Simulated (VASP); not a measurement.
A run of VASP 6.6.1:

The input INCAR:

```
SYSTEM = Nb
PREC     = Accurate       ! precision mode
ENCUT    = 520            ! plane-wave cutoff, eV
EDIFF    = 1E-7           ! SCF threshold, eV
ISMEAR   = -1             ! smearing method
SIGMA    = 0.06122561905347299 ! smearing width, eV
LREAL    = .False.        ! projectors in reciprocal space
LASPH    = .True.         ! aspherical terms in the spheres
NELM     = 60             ! most SCF steps
ALGO     = Normal         ! electronic algorithm
ISIF     = 2              ! what is computed and relaxed
LWAVE    = .False.        ! write WAVECAR
LCHARG   = .False.        ! write CHGCAR
GGA      = PE             ! functional
NBANDS   = 20             ! bands
```

The input KPOINTS:

```
regular mesh
0
Gamma
  11 11 11
  0 0 0
```

The input POSCAR:

```
Nb
1.0
    0.0000000000      2.8954373953      2.8954373953
    2.8954373953      0.0000000000      2.8954373953
    2.8954373953      2.8954373953      0.0000000000
Nb
2
Direct
    0.0000000000      0.0000000000      0.0000000000
    0.2500000000      0.2500000000      0.2500000000
```

Potentials or basis: VASP PAW PBE potentials, release 64 (Nb_sv).

Command:

```console
$ cat potpaw_PBE.64/Nb_sv/POTCAR > POTCAR
$ mpirun -np 1 vasp_std > vasp.out
```

Hardware: 1 thread of AMD EPYC 7R43 64-Core Processor (Zen 3), with other jobs on the host.

Task: Estimate the wall time of this run.

Result: Wall time 75 s on 1 thread of AMD EPYC 7R43 64-Core Processor (Zen 3), with other jobs on the host, peak memory 0.15 GiB. Counts: scf iterations 14, k points 56.
